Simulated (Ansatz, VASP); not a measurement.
# Rh: VASP beside Ansatz

```
CELL_PARAMETERS angstrom
2.53718 0.00000 0.00000
0.00000 2.53718 0.00000
0.00000 0.00000 2.53718
ATOMIC_POSITIONS crystal
Rh 0.00000 0.00000 0.00000
```

Alike in both runs: functional PBE; k mesh 15 × 15 × 15; occupations fermi-dirac, width 0.1 eV; no spin polarisation.

Ansatz relaxed the structure, and its values are those at the end. VASP's run is a single point on that final structure, the one shown.

```csv
,VASP,Ansatz
version,VASP 6.6.1,Ansatz 0.2.0
potentials or method,"VASP PAW PBE potentials, release 64 (Rh_pv)","PAW with Ansatz's default frozen-core files, scalar-relativistic"
plane-wave cutoff (eV),520,420
valence electrons in the cell,15,17
```

|  | VASP | Ansatz | Ansatz less VASP |
| --- | --- | --- | --- |
| pressure (GPa) | 0.0 | 0.0 | -0.02 |

The functional is the same, so the differences come from potentials, cutoffs and numerics. VASP's potentials hold 15 valence electrons a cell and Ansatz's 17, so a difference there can come from the potentials and not from the codes.
